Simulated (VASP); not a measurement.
Wanted: the native input for a VASP 6.6.1 run.

```
Task                   : single point
Functional             : PBE
Potentials or basis    : VASP PAW PBE potentials, release 64 (Al, Fe, Co)
Cutoff                 : 520 eV
k mesh                 : 6 × 6 × 6
Occupations            : gaussian, width 0.2 eV
Spin                   : no spin polarisation
Dipole correction      : no
Further INCAR settings : ALGO = Normal; EDIFF = 1e-06; NBANDS = 34
```

The structure of Al4FeCo3 lies in POSCAR:

```
Al4FeCo3
1.0
   -2.8541907000      2.8541907000      2.8541907000
    2.8541907000     -2.8541907000      2.8541907000
    2.8541907000      2.8541907000     -2.8541907000
Al Fe Co
4 1 3
Direct
    0.0000000000      0.5000000000      1.0000000000
    0.5000000000      0.5000000000      0.5000000000
    1.0000000000      1.0000000000      0.5000000000
    0.5000000000      0.0000000000      0.0000000000
    0.0000000000      0.0000000000      0.0000000000
    0.5000000000      0.0000000000      0.5000000000
    0.5000000000      0.5000000000      0.0000000000
    0.0000000000      0.5000000000      0.5000000000
```

One way to write it, as run:

INCAR

```
PREC = Accurate
ENCUT = 520
EDIFF = 1E-6
ISMEAR = 0
SIGMA = 0.2
LREAL = False
LASPH = True
NELM = 60
ALGO = Normal
ISIF = 2
LWAVE = False
LCHARG = False
GGA = PE
NBANDS = 34
```

KPOINTS

```
Automatic mesh
0
Gamma
  6 6 6
```

Potentials or basis: VASP PAW PBE potentials, release 64 (Al, Fe, Co).

Launch:

```sh
$ cat potpaw_PBE.64/Al/POTCAR potpaw_PBE.64/Fe/POTCAR potpaw_PBE.64/Co/POTCAR > POTCAR
$ mpirun -np 1 vasp_std > vasp.out
```

Results of the run:

* Pressure: 0.0 GPa
* Band gap on the k mesh: zero (an odd number of electrons rules out a gap without spin polarisation)

Caveat: the run has no spin polarisation, though such a crystal can be magnetic.

Wall time 43 s on 1 thread of AMD EPYC 9R45 96-Core Processor (Zen 5), with other jobs on the host, peak memory 0.23 GiB.
